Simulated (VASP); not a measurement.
# AlAs3 (Pm-3n) in VASP: notebook

AlAs3 is run at these levels: PBE; tasks: single point, relaxation of cell and atoms.

Program: VASP 6.6.1. These are calculated values, not measurements. Logs are shortened: lines on timing, memory, paths and dates and some standing lists are left out, and cuts for length are marked.

**1. The cell of the first run**

It takes space group Pm-3n (No. 223, cubic). The conventional cell has a = 5.431 Å, b = 5.431 Å, c = 5.431 Å, α = 90.00°, β = 90.00°, γ = 90.00°. Within 4.0 Å of Al (site symmetry m-3) lie 12 As at 3.04 Å. As (site symmetry -4m2) has 10 As at 2.72 to 3.33 Å and 4 Al at 3.04 Å within 3.6 Å.

The cell was built from a structure type or drawn by symmetry, and may not be a known phase.

**2. Single point, PBE**

INCAR reads:

```
SYSTEM = AlAs3
ALGO = Normal
EDIFF = 1E-7
ENCUT = 520
GGA = PE
ISIF = 2
ISMEAR = 0
LASPH = .TRUE.
LCHARG = .TRUE.
LELF = .TRUE.
LREAL = .FALSE.
LVHAR = .TRUE.
LWAVE = .FALSE.
NBANDS = 28
NELM = 60
PREC = Accurate
SIGMA = 0.1
```

KPOINTS reads:

```
k-points
0
G
  4 4 4
  0 0 0
```

POSCAR reads:

```
AlAs3
1.0
    5.4308177600      0.0000000000      0.0000000000
    0.0000000000      5.4308177600      0.0000000000
    0.0000000000      0.0000000000      5.4308177600
Al As
2 6
Direct
    0.5000000000      0.5000000000      0.5000000000
    0.0000000000      0.0000000000      0.0000000000
    0.5000000000      0.2500000000      0.0000000000
    0.5000000000      0.7500000000      0.0000000000
    0.2500000000      0.0000000000      0.5000000000
    0.7500000000      0.0000000000      0.5000000000
    0.0000000000      0.5000000000      0.2500000000
    0.0000000000      0.5000000000      0.7500000000
```

Potentials or basis: VASP PAW PBE potentials, release 64 (Al, As).

On the command line:

```sh
cat potpaw_PBE.64/Al/POTCAR potpaw_PBE.64/As/POTCAR > POTCAR
mpirun -np 1 vasp_std > vasp.out
```

OUTCAR:

```text
SYSTEM = AlAs3
   EDIFF = 1E-7
   ENCUT = 520
   GGA = PE
   ISIF = 2
   ISMEAR = 0
   LASPH = .TRUE.
   LREAL = .FALSE.
   NELM = 60
   PREC = Accurate

 ion  position               nearest neighbor table
   1  0.500  0.500  0.500-   3 3.04   4 3.04   5 3.04   6 3.04   7 3.04   8 3.04   3 3.04   4 3.04
                             5 3.04   6 3.04   7 3.04   8 3.04
   2  0.000  0.000  0.000-   3 3.04   4 3.04   5 3.04   6 3.04   7 3.04   8 3.04   5 3.04   6 3.04
                             7 3.04   8 3.04   3 3.04   4 3.04
   3  0.500  0.250  0.000-   4 2.72   4 2.72   1 3.04   1 3.04   2 3.04   2 3.04
   4  0.500  0.750  0.000-   3 2.72   3 2.72   1 3.04   1 3.04   2 3.04   2 3.04
   5  0.250  0.000  0.500-   6 2.72   6 2.72   1 3.04   2 3.04   1 3.04   2 3.04
   6  0.750  0.000  0.500-   5 2.72   5 2.72   1 3.04   2 3.04   1 3.04   2 3.04
   7  0.000  0.500  0.250-   8 2.72   8 2.72   1 3.04   2 3.04   2 3.04   1 3.04
   8  0.000  0.500  0.750-   7 2.72   7 2.72   1 3.04   2 3.04   2 3.04   1 3.04

  LATTYP: Found a simple cubic cell.
 ALAT       =     5.4308177600

  Lattice vectors:

 A1 = (   5.4308177600,   0.0000000000,   0.0000000000)
 A2 = (   0.0000000000,   5.4308177600,   0.0000000000)
 A3 = (   0.0000000000,   0.0000000000,   5.4308177600)

Analysis of symmetry for initial positions (statically):
=====================================================================
 Subroutine PRICEL returns:
 Original cell was already a primitive cell.

 Routine SETGRP: Setting up the symmetry group for a
 simple cubic supercell.

 Subroutine GETGRP returns: Found 48 space group operations
 (whereof 24 operations were pure point group operations)
 out of a pool of 48 trial point group operations.

The static configuration has the point symmetry T_h .
 The point group associated with its full space group is O_h .

Analysis of symmetry for dynamics (positions and initial velocities):
=====================================================================
 Subroutine PRICEL returns:
 Original cell was already a primitive cell.

 Routine SETGRP: Setting up the symmetry group for a
 simple cubic supercell.

 Subroutine GETGRP returns: Found 48 space group operations
 (whereof 24 operations were pure point group operations)
 out of a pool of 48 trial point group operations.

The dynamic configuration has the point symmetry T_h .
 The point group associated with its full space group is O_h .

 Subroutine INISYM returns: Found 48 space group operations
 (whereof 24 operations are pure point group operations),
 and found     1 'primitive' translations

----------------------------------------------------------------------------------------

                                     Primitive cell

  volume of cell :     160.1754

  direct lattice vectors                    reciprocal lattice vectors
     5.430817760  0.000000000  0.000000000     0.184134332  0.000000000  0.000000000
     0.000000000  5.430817760  0.000000000     0.000000000  0.184134332  0.000000000
     0.000000000  0.000000000  5.430817760     0.000000000  0.000000000  0.184134332

  length of vectors
     5.430817760  5.430817760  5.430817760     0.184134332  0.184134332  0.184134332

  position of ions in fractional coordinates (direct lattice)
     0.500000000  0.500000000  0.500000000
     0.000000000  0.000000000  0.000000000
     0.500000000  0.250000000  0.000000000
     0.500000000  0.750000000  0.000000000
     0.250000000  0.000000000  0.500000000
     0.750000000  0.000000000  0.500000000
     0.000000000  0.500000000  0.250000000
     0.000000000  0.500000000  0.750000000

  ion indices of the primitive-cell ions
   primitive index   ion index
                 1           1
                 2           2
                 3           3
                 4           4
                 5           5
                 6           6
                 7           7
                 8           8

----------------------------------------------------------------------------------------

 KPOINTS: k-points

Automatic generation of k-mesh.
 Grid dimensions read from file:
 generate k-points for:    4    4    4

 Generating k-lattice:

  Cartesian coordinates                     Fractional coordinates (reciprocal lattice)
     0.046033583  0.000000000  0.000000000     0.250000000  0.000000000  0.000000000
     0.000000000  0.046033583  0.000000000     0.000000000  0.250000000  0.000000000
     0.000000000  0.000000000  0.046033583     0.000000000  0.000000000  0.250000000

  Length of vectors
     0.046033583  0.046033583  0.046033583

  Shift w.r.t. Gamma in fractional coordinates (k-lattice)
     0.000000000  0.000000000  0.000000000

 Subroutine IBZKPT returns following result:
 ===========================================

 Found     10 irreducible k-points:

 Following reciprocal coordinates:
            Coordinates               Weight
  0.000000  0.000000  0.000000      1.000000
  0.250000  0.000000  0.000000      6.000000
  0.500000  0.000000  0.000000      3.000000
  0.250000  0.250000  0.000000     12.000000
  0.500000  0.250000  0.000000     12.000000
  0.500000  0.500000  0.000000      3.000000
  0.250000  0.250000  0.250000      8.000000
  0.500000  0.250000  0.250000     12.000000
  0.500000  0.500000  0.250000      6.000000
  0.500000  0.500000  0.500000      1.000000
   k-points           NKPTS =     10   k-points in BZ     NKDIM =     10   number of bands    NBANDS=     28
   number of dos      NEDOS =    301   number of ions     NIONS =      8
   total plane-waves  NPLWV =  64000
   dimension x,y,z NGX =    40 NGY =   40 NGZ =   40
   dimension x,y,z NGXF=    80 NGYF=   80 NGZF=   80
   ions per type =               2   6
   NGX,Y,Z   is equivalent  to a cutoff of  12.24, 12.24, 12.24 a.u.
   NGXF,Y,Z  is equivalent  to a cutoff of  24.49, 24.49, 24.49 a.u.
 SYSTEM =  AlAs3
   PREC   = accura    normal or accurate (medium, high low for compatibility)
   ISTART =      0    job   : 0-new  1-cont  2-samecut
   ICHARG =      2    charge: 1-file 2-atom 10-const
   ISPIN  =      1    spin polarized calculation?
   LNONCOLLINEAR =      F non collinear calculations
   LSORBIT =      F    spin-orbit coupling
   LASPH  =      T    aspherical Exc in radial PAW
[... 25 lines left out ...]
  Thomas-Fermi vector in A             =   2.127367
   LORBIT       =      0    0 simple, 1 ext, 2 COOP (PROOUT), +10 PAW based schemes
   GGA     = PE    functional components
   LHFCALC =     F    Hartree Fock is set to
   AEXX    =    0.0000 exact exchange contribution
   IVDW    =     0    specifies the selected vdW correction
   LEPSILON=     F    determine dielectric tensor
   LRPA    =     F    only Hartree local field effects (RPA)
 non-spin polarized calculation
 Gauss-broadening in eV      SIGMA  =   0.10
  energy-cutoff  :      520.00
  volume of cell :      160.18
 maximum number of plane-waves:      4337
   NGX = 21   NGY = 21   NGZ = 21

 number of electron      36.0000005 magnetization

 Free energy of the ion-electron system (eV)
  ---------------------------------------------------
  ext. energy  EPLUGINS =         0.00000000
  ---------------------------------------------------
  free energy    TOTEN  =       -32.22289833 eV

  energy without entropy =      -32.19240576  energy(sigma->0) =      -32.20765204

 E-fermi :   6.0128     XC(G=0): -10.2776

 val. band max:        6.0121407837   @ k =   0.2500   0.2500   0.0000
 cond. band min:       6.1062322442   @ k =   0.5000   0.5000   0.5000
 fundamental gap:      0.0940914605
 Fermi energy:         6.0127520060

 k-point     1 :       0.0000    0.0000    0.0000
  band No.  band energies     occupation
      1      -8.0852      2.00000
      2      -5.3614      2.00000
      3      -5.3614      2.00000
      4      -3.2079      2.00000
      5      -3.2079      2.00000
      6      -3.2079      2.00000
[... 20 lines left out ...]
     27      10.8575      0.00000
     28      10.8575      0.00000

 k-point     2 :       0.2500    0.0000    0.0000
  band No.  band energies     occupation
      1      -7.8160      2.00000
      2      -5.9834      2.00000
      3      -5.1169      2.00000
      4      -3.6285      2.00000
      5      -3.1238      2.00000
      6      -3.1238      2.00000
[... 20 lines left out ...]
     27      10.9450      0.00000
     28      10.9467      0.00000

 k-point     3 :       0.5000    0.0000    0.0000
  band No.  band energies     occupation
      1      -7.0475      2.00000
      2      -7.0475      2.00000
      3      -4.4466      2.00000
      4      -4.4466      2.00000
      5      -3.0307      2.00000
      6      -3.0307      2.00000
[... 20 lines left out ...]
     27      11.1479      0.00000
     28      11.1479      0.00000

 k-point     4 :       0.2500    0.2500    0.0000
  band No.  band energies     occupation
      1      -7.5514      2.00000
      2      -5.9733      2.00000
      3      -5.3975      2.00000
      4      -3.8431      2.00000
      5      -3.6342      2.00000
      6      -3.0498      2.00000
[... 20 lines left out ...]
     27      10.8012      0.00000
     28      10.8834      0.00000

 k-point     5 :       0.5000    0.2500    0.0000
  band No.  band energies     occupation
      1      -6.8352      2.00000
      2      -6.7831      2.00000
      3      -4.9208      2.00000
      4      -4.7479      2.00000
      5      -3.6435      2.00000
      6      -2.9693      2.00000
[... 20 lines left out ...]
     27      10.1373      0.00000
     28      10.7417      0.00000

 k-point     6 :       0.5000    0.5000    0.0000
  band No.  band energies     occupation
      1      -6.4856      2.00000
      2      -6.2713      2.00000
      3      -5.4999      2.00000
      4      -5.4999      2.00000
      5      -3.7885      2.00000
      6      -2.9035      2.00000
[... 20 lines left out ...]
     27       9.4160      0.00000
     28       9.9576      0.00000

 k-point     7 :       0.2500    0.2500    0.2500
  band No.  band energies     occupation
      1      -7.2901      2.00000
      2      -5.7077      2.00000
      3      -5.7077      2.00000
      4      -3.9012      2.00000
      5      -3.8245      2.00000
      6      -3.8245      2.00000
[... 20 lines left out ...]
     27      10.7727      0.00000
     28      10.8266      0.00000

 k-point     8 :       0.5000    0.2500    0.2500
  band No.  band energies     occupation
      1      -6.5656      2.00000
      2      -6.5656      2.00000
      3      -4.9434      2.00000
      4      -4.9434      2.00000
      5      -3.8877      2.00000
      6      -3.8877      2.00000
[... 20 lines left out ...]
     27       9.9891      0.00000
     28       9.9891      0.00000

 k-point     9 :       0.5000    0.5000    0.2500
  band No.  band energies     occupation
      1      -6.1885      2.00000
      2      -6.0209      2.00000
      3      -5.4109      2.00000
      4      -5.4109      2.00000
      5      -4.3470      2.00000
      6      -3.9545      2.00000
[... 20 lines left out ...]
     27       9.2231      0.00000
     28       9.4203      0.00000

 k-point    10 :       0.5000    0.5000    0.5000
  band No.  band energies     occupation
      1      -5.3122      2.00000
      2      -5.3122      2.00000
      3      -5.3122      2.00000
      4      -5.3122      2.00000
      5      -5.3122      2.00000
      6      -5.3122      2.00000
[... 20 lines left out ...]
     27       9.2680      0.00000
     28       9.2680      0.00000

------------------------ aborting loop because EDIFF is reached ----------------------------------------

  FORCE on cell =-STRESS in cart. coord.  units (eV):
  Direction    XX          YY          ZZ          XY          YZ          ZX
  --------------------------------------------------------------------------------------
  -------------------------------------------------------------------------------------
  Total       -3.3107824     -3.3107824     -3.3107824     -0.0000000     -0.0000000      0.0000000
  in kB      -33.1165834    -33.1165834    -33.1165834     -0.0000000     -0.0000000      0.0000000
  external PRESSURE =     -33.1165834 kB  Pullay stress =       0.0000000 kB

 VOLUME and BASIS-vectors are now :
 -----------------------------------------------------------------------------
  energy-cutoff  :      520.00
  volume of cell :      160.18
      direct lattice vectors                 reciprocal lattice vectors
     5.430817760  0.000000000  0.000000000     0.184134332  0.000000000  0.000000000
     0.000000000  5.430817760  0.000000000     0.000000000  0.184134332  0.000000000
     0.000000000  0.000000000  5.430817760     0.000000000  0.000000000  0.184134332

 POSITION                                       TOTAL-FORCE (eV/Angst)
 -----------------------------------------------------------------------------------
      2.71541      2.71541      2.71541         0.000000      0.000000      0.000000
      0.00000      0.00000      0.00000         0.000000      0.000000      0.000000
      2.71541      1.35770      0.00000         0.000000     -0.000000     -0.000000
      2.71541      4.07311      0.00000        -0.000000      0.000000      0.000000
      1.35770      0.00000      2.71541         0.000000     -0.000000     -0.000000
      4.07311      0.00000      2.71541        -0.000000      0.000000      0.000000
      0.00000      2.71541      1.35770        -0.000000      0.000000     -0.000000
      0.00000      2.71541      4.07311         0.000000     -0.000000      0.000000
 -----------------------------------------------------------------------------------
    total drift:                                0.000000     -0.000000      0.000000

  FREE ENERGIE OF THE ION-ELECTRON SYSTEM (eV)
  ---------------------------------------------------
  free  energy   TOTEN  =       -32.2228983295 eV

  energy  without entropy=      -32.1924057588  energy(sigma->0) =      -32.20765204
```

It took 22 s on 1 thread of Intel Xeon 6975P-C (Granite Rapids), shared host; peak memory 0.24 GiB.

What came out:

```
Free energy            : -32.2229 eV
Pressure               : -3.3 GPa
Band gap on the k mesh : zero (bands 18 and 19 overlap by 1.92 eV)
```

Levels at points of the mesh, in eV from the Fermi level:
```tsv
k point	band 14	band 15	band 16	band 17	band 18	band 19	band 20	band 21	band 22	band 23
(0.00, 0.00, 0.00)	-1.81	-1.81	-1.79	-1.72	-1.72	-1.72	-0.05	0.93	0.93	0.93
(0.50, 0.00, 0.00)	-2.70	-1.53	-1.53	-0.77	-0.77	-0.70	-0.70	1.21	1.21	1.68
(0.50, 0.50, 0.00)	-1.45	-1.45	-1.00	-0.52	-0.04	-0.04	0.58	1.83	1.83	2.22
(0.50, 0.50, 0.50)	-1.62	0.09	0.09	0.09	0.09	0.09	0.09	0.13	0.13	0.13
```

Caveat: the cell stands under tension.

**3. Single point, PBE**

This run uses another cell than the first one, of 18.85 Å³/atom.

INCAR reads:

```
PREC = Accurate
ENCUT = 520
EDIFF = 1E-6
ISMEAR = 0
SIGMA = 0.1
LREAL = False
LASPH = True
NELM = 60
ALGO = Normal
ISIF = 2
LWAVE = False
LCHARG = False
GGA = PE
NBANDS = 28
```

KPOINTS reads:

```
Automatic mesh
0
Gamma
  8 8 8
```

POSCAR, as its differences from that of step 2:

```diff
@@ -2,5 +2,5 @@
 1.0
-    5.4308177600      0.0000000000      0.0000000000
-    0.0000000000      5.4308177600      0.0000000000
-    0.0000000000      0.0000000000      5.4308177600
+    5.3228030102      0.0000000000      0.0000000000
+    0.0000000000      5.3228030102      0.0000000000
+    0.0000000000      0.0000000000      5.3228030102
 Al As
```

Potentials or basis: VASP PAW PBE potentials, release 64 (Al, As).

On the command line:

```sh
cat potpaw_PBE.64/Al/POTCAR potpaw_PBE.64/As/POTCAR > POTCAR
mpirun -np 1 vasp_std > vasp.out
```

Run time: 56 s. Hardware: 1 thread of Intel Xeon 6975P-C (Granite Rapids), shared host; peak memory 0.28 GiB.

It converged, with:

| Item | Value |
| --- | --- |
| Free energy | -32.3722 eV |
| Pressure | 0.1 GPa |
| Band gap on the k mesh | zero (bands 18 and 19 overlap by 2.03 eV) |

Levels at points of the mesh, in eV from the Fermi level:
| k point | band 15 | band 16 | band 17 | band 18 | band 19 | band 20 | band 21 | band 22 |
| --- | --- | --- | --- | --- | --- | --- | --- | --- |
| (0.00, 0.00, 0.00) | -1.99 | -1.90 | -1.90 | -1.90 | -1.64 | 0.04 | 0.97 | 0.97 |
| (0.50, 0.00, 0.00) | -1.59 | -1.59 | -0.89 | -0.89 | -0.82 | -0.82 | 1.32 | 1.32 |
| (0.50, 0.50, 0.00) | -1.53 | -1.04 | -0.55 | -0.05 | -0.05 | 0.60 | 1.99 | 1.99 |
| (0.50, 0.50, 0.50) | 0.05 | 0.05 | 0.05 | 0.05 | 0.05 | 0.05 | 0.10 | 0.10 |

**4. Relaxation of cell and atoms, PBE**

INCAR reads:

```
PREC = Accurate
ENCUT = 600
EDIFF = 1E-6
ISMEAR = 0
SIGMA = 0.1
LREAL = False
LASPH = True
NELM = 60
ALGO = Normal
ISIF = 3
LWAVE = False
LCHARG = False
GGA = PE
IBRION = 2
NSW = 100
EDIFFG = -0.01
```

KPOINTS reads:

```
regular mesh
0
Gamma
  8 8 8
```

POSCAR, as its differences from that of step 3:

```diff
@@ -2,5 +2,5 @@
 1.0
-    5.3228030102      0.0000000000      0.0000000000
-    0.0000000000      5.3228030102      0.0000000000
-    0.0000000000      0.0000000000      5.3228030102
+    5.4308177600      0.0000000000      0.0000000000
+    0.0000000000      5.4308177600      0.0000000000
+    0.0000000000      0.0000000000      5.4308177600
 Al As
```

On the command line:

```sh
cat potpaw_PBE.64/Al/POTCAR potpaw_PBE.64/As/POTCAR > POTCAR
mpirun -np 1 vasp_std > vasp.out
```

Run time: 2.1 min. Hardware: 1 thread of Intel Xeon 6975P-C (Granite Rapids), shared host; peak memory 0.42 GiB.

The run converged. Its results:

| Property | Result |
| --- | --- |
| Free energy | -32.3729 eV |
| Relaxed volume | 18.87 Å³/atom |
| Relaxed cell | a = 5.325 Å, b = 5.325 Å, c = 5.325 Å, α = 90.00°, β = 90.00°, γ = 90.00° |
| Space group after relaxing (to 0.1 Å) | Pm-3n (No. 223) |
| Energy gained by relaxing | 15.0 meV/atom |
| Ionic steps | 3 |
| Pressure after relaxing | 0.0 GPa |
| Band gap on the k mesh | zero (bands 18 and 19 overlap by 2.03 eV) |

The path:
| step | energy change (eV) | largest force (eV/Å) | pressure (GPa) | volume (Å³) |
| --- | --- | --- | --- | --- |
| 1 | 0.0000 | 0.0000 | -3.96 | 160.18 |
| 2 | -0.1138 | 0.0000 | 1.04 | 148.99 |
| 3 | -0.1200 | 0.0000 | 0.01 | 150.95 |

Final structure:
```yaml
crystal:
  lattice:
    - [5.32450, 0.00000, 0.00000]
    - [0.00000, 5.32450, 0.00000]
    - [0.00000, 0.00000, 5.32450]
  atoms:
    - { symbol: Al, position: [0.50000, 0.50000, 0.50000] }
    - { symbol: Al, position: [0.00000, 0.00000, 0.00000] }
    - { symbol: As, position: [0.50000, 0.25000, 0.00000] }
    - { symbol: As, position: [0.50000, 0.75000, 0.00000] }
    - { symbol: As, position: [0.25000, 0.00000, 0.50000] }
    - { symbol: As, position: [0.75000, 0.00000, 0.50000] }
    - { symbol: As, position: [0.00000, 0.50000, 0.25000] }
    - { symbol: As, position: [0.00000, 0.50000, 0.75000] }
```

Levels at points of the mesh, in eV from the Fermi level:
```tsv
k point	band 14	band 15	band 16	band 17	band 18	band 19	band 20	band 21	band 22	band 23
(0.00, 0.00, 0.00)	-1.99	-1.99	-1.90	-1.90	-1.90	-1.65	0.03	0.97	0.97	0.97
(0.50, 0.00, 0.00)	-2.85	-1.59	-1.59	-0.88	-0.88	-0.82	-0.82	1.32	1.32	1.80
(0.50, 0.50, 0.00)	-1.53	-1.53	-1.04	-0.55	-0.05	-0.05	0.59	1.99	1.99	2.40
(0.50, 0.50, 0.50)	-1.59	0.05	0.05	0.05	0.05	0.05	0.05	0.10	0.10	0.10
```

**5. Summary**

```csv
task,cell,k mesh,cutoff (eV),gap on the mesh (eV),pressure (GPa)
single point,"a = 5.431 Å, 8 atoms",4 × 4 × 4,520,none,-3.3
single point,"a = 5.323 Å, 8 atoms",8 × 8 × 8,520,none,0.1
relaxation of cell and atoms,"relaxed from a = 5.431 Å, 8 atoms",8 × 8 × 8,600,none,0.0
```

Alike in all rows: level PBE; potentials or basis VASP PAW PBE potentials, release 64 (Al, As); no spin polarisation; smearing gaussian 0.1 eV.

Caveats: the cell stands under tension (at least some runs).

Absolute energies hang on the potentials; compare differences alone.
